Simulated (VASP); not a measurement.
Here is a VASP 6.6.1 calculation.

File INCAR:

```
  PREC = Accurate
  ENCUT = 520
  EDIFF = 1E-6
  ISMEAR = -1
  SIGMA = 0.05
  LREAL = False
  LASPH = True
  NELM = 100
  ALGO = Normal
  ISIF = 2
  LWAVE = False
  LCHARG = False
  NBANDS = 12
```

Contents of KPOINTS:

```
regular mesh
0
Gamma
  11 11 11
```

POSCAR

```
Ag
1.0
   -1.6218556592      1.6218556592      1.6218556592
    1.6218556592     -1.6218556592      1.6218556592
    1.6218556592      1.6218556592     -1.6218556592
Ag
1
Direct
    0.0000000000      0.0000000000      0.0000000000
```

Potentials or basis: VASP PAW LDA potentials, release 64 (Ag).

Launch:

```bash
$ cat potpaw_LDA.64/Ag/POTCAR > POTCAR
$ mpirun -np 1 vasp_std > vasp.out
```

(1) Predict the pressure.

Answers

(1) -6.3 GPa.
